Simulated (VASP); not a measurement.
# TaN in VASP: a series of runs

Runs on TaN. Level: PBEsol. Tasks: single point.

Everything below comes from runs of VASP 6.6.1. Logs are shortened: lines on timing, memory, paths and dates and some standing lists are left out, and cuts for length are marked.

### Step 1. The cell of the first run

The structure is hexagonal, space group P-62m (No. 189). Conventional cell: a = 5.196 Å, b = 5.196 Å, c = 2.911 Å, α = 90.00°, β = 90.00°, γ = 120.00°. Ta (site symmetry -6) has 6 N at 2.16 Å and 5 Ta at 2.91 to 3.00 Å within 3.0 Å. Within 2.7 Å of Ta (site symmetry -62m) lie 3 N at 2.04 Å. N (site symmetry m2m) has 5 Ta at 2.04 to 2.16 Å and 6 N at 2.77 to 2.91 Å within 3.0 Å.

### Step 2. Single point, PBEsol

The input, INCAR:

```
SYSTEM = TaN
ALGO = Normal
EDIFF = 1E-6
ENCUT = 520
GGA = PS
ISIF = 2
ISMEAR = 0
LASPH = .True.
LCHARG = .False.
LREAL = .False.
LWAVE = .False.
NBANDS = 33
NELM = 100
PREC = Accurate
SIGMA = 0.1
```

The input, KPOINTS:

```
k-points
0
Gamma
  9 9 12
  0 0 0
```

The input, POSCAR:

```
TaN
1.0
    5.1960008669      0.0000000000      0.0000000000
   -2.5980004334      4.4998687488      0.0000000000
    0.0000000000      0.0000000000      2.9110000000
Ta N
3 3
Direct
    0.3333333333      0.6666666667      0.5000000000
    0.6666666667      0.3333333333      0.5000000000
    0.0000000000      0.0000000000      0.0000000000
    0.3928500000      0.0000000000      0.0000000000
    0.6071500000      0.6071500000      0.0000000000
    0.0000000000      0.3928500000      0.0000000000
```

Potentials or basis: VASP PAW PBE potentials, release 64 (Ta_pv, N).

Launch:

```console
$ cat potpaw_PBE.64/Ta_pv/POTCAR potpaw_PBE.64/N/POTCAR > POTCAR
$ mpirun -np 1 vasp_std > vasp.out
```

OUTCAR:

```text
SYSTEM = TaN
   EDIFF = 1E-6
   ENCUT = 520
   GGA = PS
   ISIF = 2
   ISMEAR = 0
   LASPH = .True.
   LREAL = .False.
   NELM = 100
   PREC = Accurate

 ion  position               nearest neighbor table
   1  0.333  0.667  0.500-   4 2.16   4 2.16   6 2.16   6 2.16   5 2.16   5 2.16   2 3.00   2 3.00
                             2 3.00   3 3.33   3 3.33   3 3.33   3 3.33   3 3.33   3 3.33
   2  0.667  0.333  0.500-   6 2.16   6 2.16   4 2.16   4 2.16   5 2.16   5 2.16   1 3.00   1 3.00
                             1 3.00   3 3.33   3 3.33   3 3.33   3 3.33   3 3.33   3 3.33
   3  0.000  0.000  0.000-   6 2.04   4 2.04   5 2.04   2 3.33   1 3.33   1 3.33   2 3.33   1 3.33
                             1 3.33   2 3.33   2 3.33   2 3.33   2 3.33   1 3.33   1 3.33
   4  0.393  0.000  0.000-   3 2.04   1 2.16   1 2.16   2 2.16   2 2.16
   5  0.607  0.607  0.000-   3 2.04   2 2.16   2 2.16   1 2.16   1 2.16
   6  0.000  0.393  0.000-   3 2.04   2 2.16   2 2.16   1 2.16   1 2.16

  LATTYP: Found a hexagonal cell.
 ALAT       =     5.1960008669
 C/A-ratio  =     0.5602385516

  Lattice vectors:

 A1 = (   5.1960008669,   0.0000000000,   0.0000000000)
 A2 = (  -2.5980004334,   4.4998687488,   0.0000000000)
 A3 = (   0.0000000000,   0.0000000000,   2.9110000000)

Analysis of symmetry for initial positions (statically):
=====================================================================
 Subroutine PRICEL returns:
 Original cell was already a primitive cell.

 Routine SETGRP: Setting up the symmetry group for a
 hexagonal supercell.

 Subroutine GETGRP returns: Found 12 space group operations
 (whereof 12 operations were pure point group operations)
 out of a pool of 24 trial point group operations.

The static configuration has the point symmetry D_3h.

Analysis of symmetry for dynamics (positions and initial velocities):
=====================================================================
 Subroutine PRICEL returns:
 Original cell was already a primitive cell.

 Routine SETGRP: Setting up the symmetry group for a
 hexagonal supercell.

 Subroutine GETGRP returns: Found 12 space group operations
 (whereof 12 operations were pure point group operations)
 out of a pool of 24 trial point group operations.

The dynamic configuration has the point symmetry D_3h.

 Subroutine INISYM returns: Found 12 space group operations
 (whereof 12 operations are pure point group operations),
 and found     1 'primitive' translations

----------------------------------------------------------------------------------------

                                     Primitive cell

[... 104 lines left out ...]
   ISIF   =      2    stress and relaxation
   ISYM   =      2    0-nonsym 1-usesym 2-fastsym
   POTIM  = 0.5000    time-step for ionic-motion
   TEBEG  =    0.0;   TEEND  =   0.0 temperature during run
   PSTRESS=    0.0 pullay stress
   NELECT =      48.0000    total number of electrons
   NUPDOWN=      -1.0000    fix difference up-down
   EMIN   =  10.00;   EMAX   =-10.00  energy-range for DOS
   EFERMI =   0.00;   METHOD = LEGACY
   ISMEAR =     0;   SIGMA  =   0.10  broadening in eV -4-tet -1-fermi 0-gaus
   EFERMI_NEDOS =   21; number of points for ismear=-14 and -15
   IALGO  =     38    algorithm
   IMIX   =      4    mixing-type and parameters
     AMIX     =   0.40;   BMIX     =  1.00
     AMIX_MAG =   1.60;   BMIX_MAG =  1.00
  volume/ion in A,a.u.               =      11.34        76.55
  Fermi-wavevector in a.u.,A,eV,Ry     =   1.457197  2.753702 28.890910  2.123422
  Thomas-Fermi vector in A             =   2.574026
   LORBIT       =      0    0 simple, 1 ext, 2 COOP (PROOUT), +10 PAW based schemes
   GGA     = PS    functional components
   LHFCALC =     F    Hartree Fock is set to
   AEXX    =    0.0000 exact exchange contribution
   IVDW    =     0    specifies the selected vdW correction
   LEPSILON=     F    determine dielectric tensor
   LRPA    =     F    only Hartree local field effects (RPA)
 non-spin polarized calculation
 Gauss-broadening in eV      SIGMA  =   0.10
  energy-cutoff  :      520.00
  volume of cell :       68.06
 maximum number of plane-waves:      1858
 NGX is ok and might be reduce to    40
   NGX = 19   NGY = 19   NGZ = 11

 number of electron      48.0000002 magnetization

 Free energy of the ion-electron system (eV)
  ---------------------------------------------------
  ext. energy  EPLUGINS =         0.00000000
  ---------------------------------------------------
  free energy    TOTEN  =       -71.44691618 eV

  energy without entropy =      -71.44516571  energy(sigma->0) =      -71.44604094

 E-fermi :   8.2453     XC(G=0): -13.1611

 val. band max:        8.2169672081   @ k =   0.1111   0.1111   0.0833
 cond. band min:       8.2761655794   @ k =   0.1111  -0.0000   0.3333
 fundamental gap:      0.0591983713
 Fermi energy:         8.2452807256

 k-point     1 :       0.0000    0.0000    0.0000
  band No.  band energies     occupation
      1     -28.0012      2.00000
      2     -28.0012      2.00000
      3     -27.6478      2.00000
      4     -27.6478      2.00000
      5     -27.4732      2.00000
      6     -27.3651      2.00000
[... 853 lines left out ...]
     32      11.9472      0.00000
     33      11.9472      0.00000

 [... further k-points ...]

------------------------ aborting loop because EDIFF is reached ----------------------------------------

  FORCE on cell =-STRESS in cart. coord.  units (eV):
  Direction    XX          YY          ZZ          XY          YZ          ZX
  --------------------------------------------------------------------------------------
  -------------------------------------------------------------------------------------
  Total       -1.0616074     -1.0616074     -1.6778409     -0.0000000     -0.0000000      0.0000000
  in kB      -24.9898260    -24.9898260    -39.4957246     -0.0000000     -0.0000000      0.0000000
  external PRESSURE =     -29.8251255 kB  Pullay stress =       0.0000000 kB

 VOLUME and BASIS-vectors are now :
 -----------------------------------------------------------------------------
  energy-cutoff  :      520.00
  volume of cell :       68.06
      direct lattice vectors                 reciprocal lattice vectors
     5.196000867  0.000000000  0.000000000     0.192455703  0.111114352  0.000000000
    -2.598000433  4.499868749  0.000000000     0.000000000  0.222228704  0.000000000
     0.000000000  0.000000000  2.911000000     0.000000000  0.000000000  0.343524562

 POSITION                                       TOTAL-FORCE (eV/Angst)
 -----------------------------------------------------------------------------------
     -0.00000      2.99991      1.45550         0.000000     -0.000000     -0.000000
      2.59800      1.49996      1.45550         0.000000     -0.000000     -0.000000
      0.00000      0.00000      0.00000         0.000000     -0.000000     -0.000000
      2.04125      0.00000      0.00000         0.024164     -0.000000      0.000000
      1.57738      2.73210      0.00000        -0.012082     -0.020927     -0.000000
     -1.02062      1.76777      0.00000        -0.012082      0.020927     -0.000000
 -----------------------------------------------------------------------------------
    total drift:                               -0.000002     -0.000003      0.000000

  FREE ENERGIE OF THE ION-ELECTRON SYSTEM (eV)
  ---------------------------------------------------
  free  energy   TOTEN  =       -71.4469161805 eV

  energy  without entropy=      -71.4451657054  energy(sigma->0) =      -71.44604094
```

OSZICAR:

```text
N       E                     dE             d eps       ncg     rms          rms(c)
DAV:   1     0.441481562101E+03    0.44148E+03   -0.26005E+04  5544   0.153E+03
DAV:   2    -0.512758379460E+02   -0.49276E+03   -0.46949E+03  6392   0.448E+02
DAV:   3    -0.800351341645E+02   -0.28759E+02   -0.28294E+02  6681   0.105E+02
DAV:   4    -0.806323918722E+02   -0.59726E+00   -0.59244E+00  6926   0.148E+01
DAV:   5    -0.806460685432E+02   -0.13677E-01   -0.13659E-01  7071   0.180E+00    0.438E+01
DAV:   6    -0.717565010762E+02    0.88896E+01   -0.44091E+01  7095   0.357E+01    0.185E+01
DAV:   7    -0.715349339280E+02    0.22157E+00   -0.22158E+00  6819   0.801E+00    0.107E+01
DAV:   8    -0.714640219653E+02    0.70912E-01   -0.38848E-01  6806   0.369E+00    0.101E+00
DAV:   9    -0.714479400324E+02    0.16082E-01   -0.42390E-02  7012   0.146E+00    0.371E-01
DAV:  10    -0.714472054080E+02    0.73462E-03   -0.12444E-02  6799   0.556E-01    0.199E-01
DAV:  11    -0.714469599622E+02    0.24545E-03   -0.25233E-03  6986   0.304E-01    0.476E-02
DAV:  12    -0.714469159659E+02    0.43996E-04   -0.22510E-04  6804   0.876E-02    0.169E-02
DAV:  13    -0.714469161422E+02   -0.17634E-06   -0.15744E-05  6653   0.223E-02    0.467E-03
DAV:  14    -0.714469161805E+02   -0.38337E-07   -0.70952E-07  3850   0.644E-03
   1 F= -.71446916E+02 E0= -.71446041E+02  d E =-.175048E-02
```

stdout:

```text
POSCAR found type information on POSCAR TaN
 POSCAR found :  2 types and       6 ions
 scaLAPACK will be used
 -----------------------------------------------------------------------------
|                                                                             |
|                                                                             |
|     You enforced a specific xc type in the INCAR file but a different       |
|     I HOPE YOU KNOW WHAT YOU ARE DOING!                                     |
|                                                                             |
 -----------------------------------------------------------------------------

 LDA part: xc-table for (Slater+PW92), standard interpolation
 POSCAR, INCAR and KPOINTS ok, starting setup
 FFT: planning ... GRIDC
 FFT: planning ... GRID_SOFT
 FFT: planning ... GRID
 WAVECAR not read
 entering main loop
```

It took 2.2 min on 1 thread of AMD EPYC 7R13 (Zen 3), shared host; peak memory 0.26 GiB.

Results:

- Free energy: -71.4469 eV
- Pressure: -3.0 GPa
- Largest force: 0.024 eV/Å
- Band gap on the k mesh: zero (bands 24 and 25 overlap by 3.17 eV)

Forces on the atoms (eV/Å):
```
Ta   0.000  0.000  0.000
Ta   0.000  0.000  0.000
Ta   0.000  0.000  0.000
N    0.024  0.000  0.000
N   -0.012 -0.021  0.000
N   -0.012  0.021  0.000
```

Stress tensor (GPa, compression positive):
```
-2.50  0.00  0.00
 0.00 -2.50  0.00
 0.00  0.00 -3.95
```

Levels at points of the mesh, in eV from the Fermi level:
```
           k point  band 20  band 21  band 22  band 23  band 24  band 25  band 26  band 27  band 28  band 29
(0.00, 0.00, 0.00)    -5.09    -4.32    -3.39    -1.99    -0.98    -0.98     0.49     0.49     1.76     1.84
(0.00, 0.00, 0.50)    -4.54    -4.39    -2.95    -2.95     1.84     1.84     1.94     2.12     2.12     3.21
```

Caveat: the PAW data sets were made with another functional, which shifts forces and pressure a little; spin-orbit coupling is left out, which moves the levels of the heavy elements.

### Step 3. Single point, PBEsol (strained)

The input, INCAR:

```
SYSTEM = TaN
PREC = Accurate
ENCUT = 520
EDIFF = 1E-7
ISMEAR = 0
SIGMA = 0.1
LREAL = .False.
LASPH = .True.
NELM = 100
ALGO = Normal
ISIF = 2
LWAVE = .False.
LCHARG = .False.
GGA = PS
NBANDS = 33
```

The input, KPOINTS:

```
Automatic mesh
0
Gamma
  9 9 12
  0 0 0
```

The input, POSCAR:

```
TaN
1.0
    5.5358193236      0.0000000000      0.0000000000
   -2.7679096618      4.7941601650      0.0000000000
    0.0000000000      0.0000000000      2.8393894000
Ta N
3 3
Direct
    0.3333333333      0.6666666667      0.5000000000
    0.6666666667      0.3333333333      0.5000000000
    0.0000000000      0.0000000000      0.0000000000
    0.3765195921      0.0000000000      0.0000000000
    0.6234804079      0.6234804079      0.0000000000
    0.0000000000      0.3765195921      0.0000000000
```

Potentials or basis: VASP PAW PBE potentials, release 64 (Ta_pv, N).

Launch:

```console
$ cat potpaw_PBE.64/Ta_pv/POTCAR potpaw_PBE.64/N/POTCAR > POTCAR
$ mpirun -np 1 vasp_std > vasp.out
```

Wall time 2.9 min (1 thread of AMD EPYC 7R13 (Zen 3), shared host); peak memory 0.28 GiB.

The run converged. Its results:

* Free energy: -70.2027 eV
* Pressure: -25.5 GPa
* Largest force: 0.778 eV/Å
* Band gap on the k mesh: zero (bands 24 and 25 overlap by 2.41 eV)

Forces in eV/Å, atoms in the order of the input:
```
Ta   0.000  0.000  0.000
Ta   0.000  0.000  0.000
Ta   0.000  0.000  0.000
N    0.778  0.000  0.000
N   -0.389 -0.674  0.000
N   -0.389  0.674  0.000
```

Stress tensor (GPa, compression positive):
```
-36.51   0.00   0.00
  0.00 -36.51   0.00
  0.00   0.00  -3.47
```

Levels at points of the mesh, in eV from the Fermi level:
```tsv
k point	band 22	band 23	band 24	band 25	band 26	band 27
(0.00, 0.00, 0.00)	-2.47	-2.44	-1.00	-1.00	0.19	1.29
(0.00, 0.00, 0.50)	-2.32	-2.32	1.28	1.28	1.60	1.60
```

Caveat: the cell differs from its parent crystal (strained); the stress differs along the axes, from -37 to -3 GPa; the PAW data sets were made with another functional, which shifts forces and pressure a little; spin-orbit coupling is left out, which moves the levels of the heavy elements.

### Step 4. Single point, PBEsol (strained and its atoms moved)

The input, INCAR:

```
PREC = Accurate
ENCUT = 520
EDIFF = 1E-6
ISMEAR = 0
SIGMA = 0.1
LREAL = False
LASPH = True
NELM = 60
ALGO = Normal
ISIF = 2
LWAVE = False
LCHARG = False
GGA = PS
NBANDS = 33
```

The input, KPOINTS:

```
regular mesh
0
Gamma
  9 9 12
```

The input, POSCAR:

```
TaN
1.0
    5.2254102318      0.0000000000      0.0000000000
   -2.6127051159      4.5253380059      0.0000000000
    0.0000000000      0.0000000000      2.8838112600
Ta N
3 3
Direct
    0.3333333333      0.6666666667      0.5000000000
    0.6666666667      0.3333333333      0.5000000000
    0.0000000000      0.0000000000      0.0000000000
    0.4383156694      0.0119430907      0.0000000000
    0.5736274213      0.5616843306      0.0000000000
   -0.0119430907      0.4263725787      0.0000000000
```

Launch:

```console
$ cat potpaw_PBE.64/Ta_pv/POTCAR potpaw_PBE.64/N/POTCAR > POTCAR
$ mpirun -np 1 vasp_std > vasp.out
```

It took 2.8 min on 1 thread of AMD EPYC 7R13 (Zen 3), shared host; peak memory 0.29 GiB.

It converged, with:

```yaml
Free_energy: -70.3916 eV
Pressure: -2.8 GPa
Largest_force: 3.027 eV/Å
Band_gap_on_the_k_mesh: zero (bands 24 and 25 overlap by 2.58 eV)
```

Forces on the atoms (eV/Å):
```
Ta   0.000  0.000  0.000
Ta   0.000  0.000  0.000
Ta   0.000  0.000  0.000
N   -2.369 -1.885  0.000
N   -0.448  2.994  0.000
N    2.817 -1.109  0.000
```

Stress tensor (GPa, compression positive):
```
-6.33  0.00  0.00
 0.00 -6.33  0.00
 0.00  0.00  4.34
```

Levels at points of the mesh, in eV from the Fermi level:
| k point | band 22 | band 23 | band 24 | band 25 | band 26 | band 27 |
| --- | --- | --- | --- | --- | --- | --- |
| (0.00, 0.00, 0.00) | -3.25 | -2.17 | -1.14 | -1.14 | 0.69 | 0.69 |
| (0.00, 0.00, 0.50) | -3.49 | -3.35 | 1.27 | 1.27 | 1.74 | 1.96 |

Caveat: the cell differs from its parent crystal (strained and its atoms moved); the stress differs along the axes, from -6 to 4 GPa; the PAW data sets were made with another functional, which shifts forces and pressure a little; spin-orbit coupling is left out, which moves the levels of the heavy elements.

(Part 1 of 2 ends here.)

The gap in the log of VASP goes by the Fermi energy; the results here count the filled bands.